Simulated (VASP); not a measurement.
# BaO (Fm-3m) in VASP: notebook, part 2 of 2

VASP 6.6.1.

## 3. Single point, LDA

File INCAR:

```
SYSTEM = BaO
  PREC = Accurate
  ENCUT = 600
  EDIFF = 1E-6
  ISMEAR = 0
  SIGMA = 0.01
  LREAL = .FALSE.
  LASPH = .TRUE.
  NELM = 120
  ALGO = Normal
  ISIF = 2
  LWAVE = .FALSE.
  LCHARG = .TRUE.
  GGA = CA
  LELF = .TRUE.
  LVHAR = .TRUE.
  NBANDS = 15
  GGA_COMPAT = .FALSE.
```

File KPOINTS:

```
regular mesh
0
G
  8 8 8
  0 0 0
```

File POSCAR:

```
BaO
1.0
    0.0000000000      2.7719426840      2.7719426840
    2.7719426840      0.0000000000      2.7719426840
    2.7719426840      2.7719426840      0.0000000000
Ba O
1 1
Direct
    0.0000000000      0.0000000000      0.0000000000
    0.5000000000      0.5000000000      0.5000000000
```

Potentials or basis: VASP PAW LDA potentials, release 64 (Ba_sv, O).

On the command line:

```
> cat potpaw_LDA.64/Ba_sv/POTCAR potpaw_LDA.64/O/POTCAR > POTCAR
> mpirun -np 1 vasp_std > vasp.out
```

OUTCAR:

```text
SYSTEM = BaO
   PREC = Accurate
   ENCUT = 600
   EDIFF = 1E-6
   ISMEAR = 0
   LREAL = .FALSE.
   LASPH = .TRUE.
   NELM = 120
   ISIF = 2
   GGA = CA

 ion  position               nearest neighbor table
   1  0.000  0.000  0.000-   2 2.77   2 2.77   2 2.77   2 2.77   2 2.77   2 2.77
   2  0.500  0.500  0.500-   1 2.77   1 2.77   1 2.77   1 2.77   1 2.77   1 2.77

  LATTYP: Found a face centered cubic cell.
 ALAT       =     5.5438853680

  Lattice vectors:

 A1 = (   0.0000000000,   2.7719426840,   2.7719426840)
 A2 = (   2.7719426840,   0.0000000000,   2.7719426840)
 A3 = (   2.7719426840,   2.7719426840,   0.0000000000)

Analysis of symmetry for initial positions (statically):
=====================================================================
 Subroutine PRICEL returns:
 Original cell was already a primitive cell.

 Routine SETGRP: Setting up the symmetry group for a
 face centered cubic supercell.

 Subroutine GETGRP returns: Found 48 space group operations
 (whereof 48 operations were pure point group operations)
 out of a pool of 48 trial point group operations.

The static configuration has the point symmetry O_h .

Analysis of symmetry for dynamics (positions and initial velocities):
=====================================================================
 Subroutine PRICEL returns:
 Original cell was already a primitive cell.

 Routine SETGRP: Setting up the symmetry group for a
 face centered cubic supercell.

 Subroutine GETGRP returns: Found 48 space group operations
 (whereof 48 operations were pure point group operations)
 out of a pool of 48 trial point group operations.

The dynamic configuration has the point symmetry O_h .

 Subroutine INISYM returns: Found 48 space group operations
 (whereof 48 operations are pure point group operations),
 and found     1 'primitive' translations

----------------------------------------------------------------------------------------

                                     Primitive cell

  volume of cell :      42.5974

  direct lattice vectors                    reciprocal lattice vectors
     0.000000000  2.771942684  2.771942684    -0.180378910  0.180378910  0.180378910
     2.771942684  0.000000000  2.771942684     0.180378910 -0.180378910  0.180378910
     2.771942684  2.771942684  0.000000000     0.180378910  0.180378910 -0.180378910

  length of vectors
     3.920118938  3.920118938  3.920118938     0.312425437  0.312425437  0.312425437

  position of ions in fractional coordinates (direct lattice)
     0.000000000  0.000000000  0.000000000
     0.500000000  0.500000000  0.500000000

  ion indices of the primitive-cell ions
   primitive index   ion index
                 1           1
                 2           2

----------------------------------------------------------------------------------------

 KPOINTS: regular mesh

Automatic generation of k-mesh.
 Grid dimensions read from file:
 generate k-points for:    8    8    8

 Generating k-lattice:

  Cartesian coordinates                     Fractional coordinates (reciprocal lattice)
    -0.022547364  0.022547364  0.022547364     0.125000000  0.000000000  0.000000000
     0.022547364 -0.022547364  0.022547364     0.000000000  0.125000000  0.000000000
     0.022547364  0.022547364 -0.022547364     0.000000000  0.000000000  0.125000000

  Length of vectors
     0.039053180  0.039053180  0.039053180

  Shift w.r.t. Gamma in fractional coordinates (k-lattice)
     0.000000000  0.000000000  0.000000000

 Subroutine IBZKPT returns following result:
 ===========================================

 Found     29 irreducible k-points:

 Following reciprocal coordinates:
            Coordinates               Weight
  0.000000  0.000000  0.000000      1.000000
  0.125000  0.000000  0.000000      8.000000
  0.250000  0.000000  0.000000      8.000000
  0.375000  0.000000  0.000000      8.000000
  0.500000  0.000000  0.000000      4.000000
  0.125000  0.125000  0.000000      6.000000
[... 16 lines left out ...]
  0.500000  0.250000  0.125000     48.000000
 -0.375000  0.250000  0.125000     24.000000
 [... further k-points ...]
   k-points           NKPTS =     29   k-points in BZ     NKDIM =     29   number of bands    NBANDS=     15
   number of dos      NEDOS =    301   number of ions     NIONS =      2
   total plane-waves  NPLWV =  32768
   dimension x,y,z NGX =    32 NGY =   32 NGZ =   32
   dimension x,y,z NGXF=    64 NGYF=   64 NGZF=   64
   ions per type =               1   1
   NGX,Y,Z   is equivalent  to a cutoff of  13.57, 13.57, 13.57 a.u.
   NGXF,Y,Z  is equivalent  to a cutoff of  27.14, 27.14, 27.14 a.u.
 SYSTEM =  BaO
   PREC   = accura    normal or accurate (medium, high low for compatibility)
   ISTART =      0    job   : 0-new  1-cont  2-samecut
   ICHARG =      2    charge: 1-file 2-atom 10-const
   ISPIN  =      1    spin polarized calculation?
   LNONCOLLINEAR =      F non collinear calculations
   LSORBIT =      F    spin-orbit coupling
   LASPH  =      T    aspherical Exc in radial PAW
   ENCUT  =  600.0 eV  44.10 Ry    6.64 a.u.   7.83  7.83  7.83*2*pi/ulx,y,z
   NELM   =    120;   NELMIN=  2; NELMDL= -5     # of ELM steps
   EDIFF  = 0.1E-05   stopping-criterion for ELM
   LREAL  =      F    real-space projection
   EDIFFG = 0.1E-04   stopping-criterion for IOM
   NSW    =      0    number of steps for IOM
   IBRION =     -1    ionic relax: 0-MD 1-quasi-New 2-CG
   NFREE  =      0    steps in history (QN), initial steepest desc. (CG)
   ISIF   =      2    stress and relaxation
   ISYM   =      2    0-nonsym 1-usesym 2-fastsym
   POTIM  = 0.5000    time-step for ionic-motion
   TEBEG  =    0.0;   TEEND  =   0.0 temperature during run
   PSTRESS=    0.0 pullay stress
   NELECT =      16.0000    total number of electrons
   NUPDOWN=      -1.0000    fix difference up-down
   EMIN   =  10.00;   EMAX   =-10.00  energy-range for DOS
   EFERMI =   0.00;   METHOD = LEGACY
   ISMEAR =     0;   SIGMA  =   0.01  broadening in eV -4-tet -1-fermi 0-gaus
   EFERMI_NEDOS =   21; number of points for ismear=-14 and -15
   IALGO  =     38    algorithm
   IMIX   =      4    mixing-type and parameters
     AMIX     =   0.40;   BMIX     =  1.00
     AMIX_MAG =   1.60;   BMIX_MAG =  1.00
  volume/ion in A,a.u.               =      21.30       143.73
  Fermi-wavevector in a.u.,A,eV,Ry     =   1.181192  2.232130 18.983054  1.395215
  Thomas-Fermi vector in A             =   2.317470
   LORBIT       =      0    0 simple, 1 ext, 2 COOP (PROOUT), +10 PAW based schemes
   GGA     = CA    functional components
   LHFCALC =     F    Hartree Fock is set to
   AEXX    =    0.0000 exact exchange contribution
   IVDW    =     0    specifies the selected vdW correction
   LEPSILON=     F    determine dielectric tensor
   LRPA    =     F    only Hartree local field effects (RPA)
 non-spin polarized calculation
 Gauss-broadening in eV      SIGMA  =   0.01
  energy-cutoff  :      600.00
  volume of cell :       42.60
 maximum number of plane-waves:      1433
   NGX = 15   NGY = 15   NGZ = 15

 number of electron      16.0000000 magnetization

 Free energy of the ion-electron system (eV)
  ---------------------------------------------------
  ext. energy  EPLUGINS =         0.00000000
  ---------------------------------------------------
  free energy    TOTEN  =       -13.10059637 eV

  energy without entropy =      -13.10059637  energy(sigma->0) =      -13.10059637

 E-fermi :   1.6051     XC(G=0): -10.0576

 val. band max:        1.5121662188   @ k =   0.5000   0.5000   0.0000
 cond. band min:       3.3479189052   @ k =   0.5000   0.5000   0.0000
 fundamental gap:      1.8357526864
 Fermi energy:         1.6050639139

 k-point     1 :       0.0000    0.0000    0.0000
  band No.  band energies     occupation
      1     -24.2315      2.00000
      2     -13.1712      2.00000
      3      -8.7498      2.00000
      4      -8.7498      2.00000
      5      -8.7498      2.00000
      6       1.1570      2.00000
      7       1.1570      2.00000
      8       1.1570      2.00000
      9       4.8297      0.00000
     10       6.1191      0.00000
     11       6.1191      0.00000
     12       6.1191      0.00000
     13       8.4268      0.00000
     14       8.4268      0.00000
     15      11.1968      0.00000
[... 397 lines left out ...]
 k-point    24 :      -0.3750    0.2500    0.1250
  band No.  band energies     occupation
      1     -23.9319      2.00000
      2     -13.7708      2.00000
      3      -9.3961      2.00000
      4      -9.3795      2.00000
      5      -8.8511      2.00000
      6      -0.0673      2.00000
      7       0.5623      2.00000
      8       0.6353      2.00000
      9       6.2544      0.00000
     10       6.8608      0.00000
     11       9.3181      0.00000
     12       9.3477      0.00000
     13      11.5854      0.00000
     14      13.1498      0.00000
     15      13.4332      0.00000

 [... further k-points ...]
[... 5 lines left out ...]
  --------------------------------------------------------------------------------------
  -------------------------------------------------------------------------------------
  Total       -0.7419488     -0.7419488     -0.7419488      0.0000000      0.0000000     -0.0000000
  in kB      -27.9062710    -27.9062710    -27.9062710      0.0000000      0.0000000     -0.0000000
  external PRESSURE =     -27.9062710 kB  Pullay stress =       0.0000000 kB

 VOLUME and BASIS-vectors are now :
 -----------------------------------------------------------------------------
  energy-cutoff  :      600.00
  volume of cell :       42.60
      direct lattice vectors                 reciprocal lattice vectors
     0.000000000  2.771942684  2.771942684    -0.180378910  0.180378910  0.180378910
     2.771942684  0.000000000  2.771942684     0.180378910 -0.180378910  0.180378910
     2.771942684  2.771942684  0.000000000     0.180378910  0.180378910 -0.180378910

 POSITION                                       TOTAL-FORCE (eV/Angst)
 -----------------------------------------------------------------------------------
      0.00000      0.00000      0.00000        -0.000000     -0.000000     -0.000000
      2.77194      2.77194      2.77194         0.000000      0.000000      0.000000
 -----------------------------------------------------------------------------------
    total drift:                                0.000000     -0.000000      0.000000

  FREE ENERGIE OF THE ION-ELECTRON SYSTEM (eV)
  ---------------------------------------------------
  free  energy   TOTEN  =       -13.1005963717 eV

  energy  without entropy=      -13.1005963717  energy(sigma->0) =      -13.10059637
```

stdout:

```text
POSCAR found type information on POSCAR BaO
 POSCAR found :  2 types and       2 ions
 scaLAPACK will be used
 LDA part: xc-table for (Slater(with rela. corr.)+CA(PZ))
 , standard interpolation
 POSCAR, INCAR and KPOINTS ok, starting setup
 FFT: planning ... GRIDC
 FFT: planning ... GRID_SOFT
 FFT: planning ... GRID
 WAVECAR not read
 entering main loop
```

Wall time 7.3 s (1 thread of Intel Xeon 6975P-C (Granite Rapids), shared host); peak memory 0.16 GiB.

Results:

| Item | Value |
| --- | --- |
| Free energy | -13.1006 eV |
| Pressure | -2.8 GPa |
| Band gap on the k mesh | 1.84 eV, direct |

Levels at points of the mesh, in eV from the valence-band top:
| k point | band 5 | band 6 | band 7 | band 8 | band 9 | band 10 | band 11 | band 12 |
| --- | --- | --- | --- | --- | --- | --- | --- | --- |
| (0.00, 0.00, 0.00) | -10.26 | -0.36 | -0.36 | -0.36 | 3.32 | 4.61 | 4.61 | 4.61 |
| (0.50, 0.00, 0.00) | -10.39 | -2.07 | -1.50 | -1.50 | 4.83 | 7.12 | 7.12 | 7.95 |
| (0.50, 0.50, 0.00) | -10.86 | -0.16 | -0.16 | 0.00 | 1.84 | 5.93 | 8.91 | 9.14 |

Caveat: spin-orbit coupling is left out, which moves the levels of the heavy elements.

## 4. Single point, PBEsol

File INCAR:

```
SYSTEM = BaO
PREC     = Accurate       ! precision mode
ENCUT    = 600            ! plane-wave cutoff, eV
EDIFF    = 1E-6           ! SCF threshold, eV
ISMEAR   = 0              ! smearing method
SIGMA    = 0.01           ! smearing width, eV
LREAL    = .False.        ! projectors in reciprocal space
LASPH    = .True.         ! aspherical terms in the spheres
NELM     = 120            ! most SCF steps
ALGO     = Normal         ! electronic algorithm
ISIF     = 2              ! what is computed and relaxed
LWAVE    = .False.        ! write WAVECAR
LCHARG   = .False.        ! write CHGCAR
GGA      = PS             ! functional
NBANDS   = 15             ! bands
GGA_COMPAT= .False.
```

File KPOINTS:

```
Automatic mesh
0
Gamma
  10 10 10
  0 0 0
```

POSCAR is that of step 3.

Potentials or basis: VASP PAW PBE potentials, release 64 (Ba_sv, O).

On the command line:

```
> cat potpaw_PBE.64/Ba_sv/POTCAR potpaw_PBE.64/O/POTCAR > POTCAR
> mpirun -np 1 vasp_std > vasp.out
```

Run time: 11 s. Hardware: 1 thread of Intel Xeon 6975P-C (Granite Rapids), shared host; peak memory 0.2 GiB.

Results (log left out):

```yaml
Free_energy: -12.4010 eV
Pressure: -0.5 GPa
Band_gap_on_the_k_mesh: 1.88 eV, direct
```

Levels at points of the mesh, in eV from the valence-band top:
| k point | band 6 | band 7 | band 8 | band 9 | band 10 | band 11 |
| --- | --- | --- | --- | --- | --- | --- |
| (0.00, 0.00, 0.00) | -0.35 | -0.35 | -0.35 | 3.36 | 4.64 | 4.64 |
| (0.50, 0.00, 0.00) | -2.04 | -1.49 | -1.49 | 4.86 | 7.14 | 7.14 |
| (0.50, 0.50, 0.00) | -0.16 | -0.16 | 0.00 | 1.88 | 5.92 | 8.89 |

Caveat: the PAW data sets were made with another functional, which shifts forces and pressure a little; spin-orbit coupling is left out, which moves the levels of the heavy elements.

## 5. Overview

```csv
level,potentials or basis,k mesh,gap on the mesh (eV),pressure (GPa)
PBE,"VASP PAW PBE potentials, release 64 (Ba_sv, O)",8 × 8 × 8,1.98,2.8
LDA,"VASP PAW LDA potentials, release 64 (Ba_sv, O)",8 × 8 × 8,1.84,-2.8
PBEsol,"VASP PAW PBE potentials, release 64 (Ba_sv, O)",10 × 10 × 10,1.88,-0.5
```

Alike in all rows: task single point; no spin polarisation; cell as given; cutoff (eV) 600; smearing gaussian 0.01 eV.

Caveats: spin-orbit coupling is left out, which moves the levels of the heavy elements; the PAW data sets were made with another functional, which shifts forces and pressure a little (some runs).

Total energies depend on the potentials used, so only differences within one code and one set of settings carry meaning.
